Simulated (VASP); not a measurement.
Write the native input for VASP 6.6.1 that does the following.

| Item | Value |
| --- | --- |
| Task | relaxation of cell and atoms |
| Functional | PBE |
| Potentials or basis | VASP PAW PBE potentials, release 64 (Sb) |
| Cutoff | 500 eV |
| k mesh | 6 × 6 × 12 |
| Occupations | gaussian, width 0.1 eV |
| Spin | no spin polarisation |
| Dipole correction | no |
| Further INCAR settings | ALGO = Normal; EDIFF = 1e-07; IBRION = 2; EDIFFG = -0.01; NSW = 100; ISIF = 3 |

The structure of Sb lies in POSCAR:

```
Sb
1.0
    8.0159981610      0.0000000000      0.0000000000
    0.0000000000      8.0159981610      0.0000000000
    0.0000000000      0.0000000000      3.1027834372
Sb
6
Direct
    0.1306867817      0.3693132183      0.0000000000
    0.3693132183      0.8693132183      0.0000000000
    0.8693132183      0.6306867817      0.0000000000
    0.6306867817      0.1306867817      0.0000000000
    0.0000000000      0.0000000000      0.0000000000
    0.5000000000      0.5000000000      0.0000000000
```

The cell was built from a structure type or drawn by symmetry, and may not be a known phase.

One way to write it, as run:

INCAR

```
SYSTEM = Sb
ALGO = Normal ; EDIFF = 1E-7
EDIFFG = -0.01 ; ENCUT = 500
GGA = PE ; GGA_COMPAT = .FALSE.
IBRION = 2 ; ISIF = 3
ISMEAR = 0 ; LASPH = .TRUE.
LCHARG = .FALSE. ; LREAL = .FALSE.
LWAVE = .FALSE. ; NELM = 120
NELMIN = 4 ; NSW = 100
PREC = Accurate ; SIGMA = 0.1
```

KPOINTS

```
k-points
0
G
  6 6 12
  0 0 0
```

Potentials or basis: VASP PAW PBE potentials, release 64 (Sb).

Run with:

```sh
$ cat potpaw_PBE.64/Sb/POTCAR > POTCAR
$ mpirun -np 1 vasp_std > vasp.out
```

It gave:

```json
{
 "Relaxed volume": "32.77 Å³/atom",
 "Relaxed cell": "a = 7.917 Å, b = 7.917 Å, c = 3.137 Å, α = 90.00°, β = 90.00°, γ = 90.00°",
 "Space group after relaxing (to 0.1 Å)": "P4/mbm (No. 127)",
 "Energy gained by relaxing": "6.1 meV/atom",
 "Ionic steps": "5",
 "Pressure after relaxing": "0.0 GPa",
 "Largest force after relaxing": "0.009 eV/Å",
 "Band gap on the k mesh": "zero (bands 15 and 16 overlap by 3.91 eV)"
}
```

Caveat: spin-orbit coupling is left out, which moves the levels of the heavy elements.

Run time: 4.8 min on 1 thread of Intel(R) Xeon(R) 6975P-C (Granite Rapids) (shared host), peak memory 0.42 GiB.
